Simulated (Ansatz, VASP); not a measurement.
**One calculation of Rh, two programs**

```xyz
1
Lattice="0.0000 1.8984 1.8984 1.8984 0.0000 1.8984 1.8984 1.8984 0.0000" Properties=species:S:1:pos:R:3 pbc="T T T"
Rh    0.0000    0.0000    0.0000
```

Alike in both runs: functional PBE; dispersion D3(BJ); k mesh 10 × 10 × 10; occupations fermi-dirac, width 0.15 eV; no spin polarisation.

Ansatz relaxed the structure, and its values are those at the end. VASP's run is a single point on that final structure, the one shown.

```csv
,VASP,Ansatz
version,VASP 6.6.1,Ansatz 0.2.0
potentials or method,"VASP PAW PBE potentials, release 64 (Rh_pv), cutoff 500 eV","plane waves, PAW"
valence electrons in the cell,15,17
```

Ansatz gave:

```
pressure (GPa) : 0.0
```

Q: What did VASP give for the same quantities?

A: Pressure (GPa): 0.2.

VASP's potentials hold 15 valence electrons a cell and Ansatz's 17, so a difference there can come from the potentials and not from the codes.
